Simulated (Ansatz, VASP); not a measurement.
**Cs2Ru in VASP and in Ansatz**

```
Cs Ru
1.0
     0.00000    4.92526    4.92526
     4.92526    0.00000    4.92526
     4.92526    4.92526    0.00000
Cs Ru
4 2
Direct
  0.62500 0.62500 0.62500
  0.12500 0.62500 0.62500
  0.62500 0.62500 0.12500
  0.62500 0.12500 0.62500
  0.00000 0.00000 0.00000
  0.25000 0.25000 0.25000
```

Alike in both runs: functional PBE; k mesh 8 × 8 × 8; occupations gaussian, width 0.1 eV; no spin polarisation.

Ansatz relaxed the structure, and its values are those at the end. VASP's run is a single point on that final structure, the one shown.

```csv
,VASP,Ansatz
version,VASP 6.6.1,Ansatz 0.2.0
potentials or method,"VASP PAW PBE potentials, release 64 (Cs_sv, Ru_pv), cutoff 520 eV","scalar-relativistic, plane waves, PAW"
valence electrons in the cell,64,68
```

|  | VASP | Ansatz | Ansatz less VASP |
| --- | --- | --- | --- |
| gap on the k mesh at the Fermi level (eV) | none | none | - |
| pressure (GPa) | 0.2 | 0.0 | -0.17 |

A gap of «none» marks a metal or a gap that the smearing closes. With one functional, cell and mesh, what is left measures potentials, basis and numerics. VASP's potentials hold 64 valence electrons a cell and Ansatz's 68, so a difference there can come from the potentials and not from the codes.

Spin-orbit coupling is off throughout.
